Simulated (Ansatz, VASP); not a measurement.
**Si in VASP and in Ansatz**

```
CELL_PARAMETERS angstrom
2.71917 0.00000 0.00000
-1.35958 2.35487 0.00000
0.00000 0.00000 4.39313
ATOMIC_POSITIONS crystal
Si 0.33333 0.66667 0.25000
Si 0.66667 0.33333 0.75000
```

Alike in both runs: task relaxation of cell and atoms; functional PBEsol; k mesh 9 × 9 × 4; occupations gaussian, width 0.1 eV; no spin polarisation.

|  | VASP | Ansatz |
| --- | --- | --- |
| version | VASP 6.6.1 | Ansatz 0.2.0 |
| potentials or method | VASP PAW PBE potentials, release 64 (Si), cutoff 600 eV | scalar-relativistic, plane waves, PAW |
| valence electrons in the cell | 8 | 8 |

```tsv
	VASP	Ansatz	Ansatz less VASP
gap on the k mesh at the Fermi level, each at its own relaxed structure (eV)	none	none	-
relaxed volume (Å³/atom)	13.99	13.96	-0.036
relaxed cell length with the largest relative difference (Å)	4.471	4.466	-0.0052
```

VASP's potentials were made for PBE, not for PBEsol. A gap of «none» marks a metal or a gap that the smearing closes.
